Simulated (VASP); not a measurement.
Hf, 1 atom in the cell. The structure is cubic, space group Pm-3m (No. 221). Conventional cell: a = 2.576 Å, b = 2.576 Å, c = 2.576 Å, α = 90.00°, β = 90.00°, γ = 90.00°. Within 3.4 Å of Hf (site symmetry m-3m) lie 6 Hf at 2.58 Å. 

| Quantity | Value |
| --- | --- |
| Program | VASP 6.6.1 |
| Task | single point |
| Functional | PBEsol |
| Potentials or basis | VASP PAW PBE potentials, release 64 (Hf_pv) |
| Cutoff | 520 eV |
| k mesh | 16 × 16 × 16 |
| Occupations | gaussian, width 0.05 eV |
| Spin | no spin polarisation |
| Dipole correction | no |
| Further INCAR settings | ALGO = Normal; EDIFF = 1e-06; NBANDS = 11 |

Potentials or basis: VASP PAW PBE potentials, release 64 (Hf_pv).

Command:

```console
$ cat potpaw_PBE.64/Hf_pv/POTCAR > POTCAR
$ mpirun -np 1 vasp_std > vasp.out
```

Hardware: 1 thread of AMD EPYC 7R13, on a shared host.

Question: Estimate the wall time of this run.

Answer: Run time: 34 s on 1 thread of AMD EPYC 7R13, with other jobs on the host, peak memory 0.12 GiB. Counts: scf iterations 11, k points 165.
